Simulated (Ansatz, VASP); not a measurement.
## P in VASP and in Ansatz

```xyz
4
Lattice="3.2837 0.0000 0.0000 0.0000 34.8570 0.0000 0.0000 0.0000 4.6321" Properties=species:S:1:pos:R:3 pbc="T T T"
P     0.0573   33.8323    2.8045
P    -0.0265    1.1190    1.8038
P     1.6839    0.8927    0.4052
P     1.5692   33.8700    4.2507
```

Change from the starting cell: all atoms moved at random (sigma 0.1 Å a component).

Alike in both runs: task single point; functional PBEsol; k mesh 8 × 1 × 6; occupations gaussian, width 0.05 eV; no spin polarisation.

|  | VASP | Ansatz |
| --- | --- | --- |
| version | VASP 6.6.1 | Ansatz 0.2.0 |
| potentials or method | VASP PAW PBE potentials, release 64 (P), cutoff 520 eV | scalar-relativistic, plane waves, PAW |
| valence electrons in the cell | 20 | 20 |

```tsv
	VASP	Ansatz	Ansatz less VASP
gap on the k mesh at the Fermi level (eV)	0.95	0.92	-0.022
least direct gap on the mesh (eV)	0.95	0.94	-0.015
rms of the force components (eV/Å)	1.403	1.413	+0.0096
```

VASP's potentials were made for PBE, not for PBEsol. Atom by atom the forces differ by 0.014 eV/Å (rms over components).
